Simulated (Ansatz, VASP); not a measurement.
**One calculation of Ru, two programs**

INCAR

```
PREC = Accurate ; ENCUT = 520
EDIFF = 1E-6 ; ISMEAR = -5
SIGMA = 0.05 ; LREAL = F
LASPH = T ; NELM = 150
ALGO = Normal ; ISIF = 2
LWAVE = F ; LCHARG = F
LMAXMIX = 4 ; LDAU = T
LDAUTYPE = 2 ; LDAUL = 2
LDAUU = 6 ; LDAUJ = 0
LDAUPRINT = 1 ; GGA = RP
NBANDS = 13
```

The input KPOINTS:

```
regular mesh
0
Gamma
  12 12 12
```

The input POSCAR:

```
Ru
1.0
    0.0000000000      1.9021472637      1.9021472637
    1.9021472637      0.0000000000      1.9021472637
    1.9021472637      1.9021472637      0.0000000000
Ru
1
Direct
    0.0000000000      0.0000000000      0.0000000000
```

File input.yaml:

```yaml
crystal:
  lattice:
    - [0.0, 1.9021472637, 1.9021472637]
    - [1.9021472637, 0.0, 1.9021472637]
    - [1.9021472637, 1.9021472637, 0.0]
  atoms:
    - { symbol: Ru, position: [0.0, 0.0, 0.0] }
kpoints:
  mp_grid: { grid: [12, 12, 12] }
scf:
  occupations: { method: tetrahedron }
hamiltonian:
  xc: rpbe
  pseudopotentials: { kind: all_electron, lapw: { basis_error: 0.002 } }
  hubbard:
    sites: [{ species: Ru, l: d, u_eff: 6 }]
    double_counting: fll
    projectors: ortho-atomic
output:
  forces: true
  stress: true
  eigenvalues: true
  hubbard: {}
```

Change from the starting cell: volume scaled by 0.98.

Alike in both runs: task single point; functional RPBE; k mesh 12 × 12 × 12; occupations tetrahedron; no spin polarisation; Hubbard terms Ru d U = 6.0 eV.

|  | VASP | Ansatz |
| --- | --- | --- |
| version | VASP 6.6.1 | Ansatz 0.2.0 |
| potentials or method | VASP PAW PBE potentials, release 64 (Ru_pv), cutoff 520 eV | all-electron LAPW, scalar-relativistic |

|  | VASP | Ansatz | Ansatz less VASP |
| --- | --- | --- | --- |
| gap on the k mesh at the Fermi level (eV) | none | none | - |
| pressure (GPa) | 0.0 | 3.8 | +3.79 |

VASP's potentials were made for PBE, not for RPBE. The programs project onto different local orbitals, so the same U acts differently, and such runs can settle in different states. A gap of «none» marks a metal or a gap that the smearing closes. Ansatz ran all-electron here, and VASP with PAW potentials.

Noted on Ansatz's run: U is the effective U less J, on atomic orbitals that reach past the spheres.
